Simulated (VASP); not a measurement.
# KF: single point with PBE

KF:

```
K F
1.0
     0.00000    2.75322    2.75322
     2.75322    0.00000    2.75322
     2.75322    2.75322    0.00000
K F
1 1
Direct
  0.00000 0.00000 0.00000
  0.50000 0.50000 0.50000
```

| Quantity | Value |
| --- | --- |
| Program | VASP 6.6.1 |
| Task | single point |
| Functional | PBE |
| Potentials or basis | VASP PAW PBE potentials, release 64 (K_sv, F) |
| Cutoff | 520 eV |
| k mesh | 8 × 8 × 8 |
| Occupations | gaussian, width 0.05 eV |
| Spin | no spin polarisation |

```
Pressure               : -1.2 GPa
Band gap on the k mesh : 5.72 eV, direct
```

Levels at points of the mesh, in eV from the valence-band top:
```csv
k point,band 5,band 6,band 7,band 8,band 9,band 10,band 11,band 12
"(0.00, 0.00, 0.00)",-9.71,0.00,0.00,0.00,5.72,10.42,10.42,10.42
"(0.50, 0.00, 0.00)",-9.74,-0.70,-0.28,-0.28,8.69,9.95,11.64,11.64
"(0.50, 0.50, 0.00)",-9.86,-0.25,-0.07,-0.07,8.11,9.81,11.11,13.13
```

It took 9.5 s on 1 thread of Intel(R) Xeon(R) 6975P-C (Granite Rapids) (shared host), peak memory 0.17 GiB.

A k mesh can miss the band edges. Expect the measured gap to be larger: semilocal functionals such as PBE lack the derivative discontinuity.
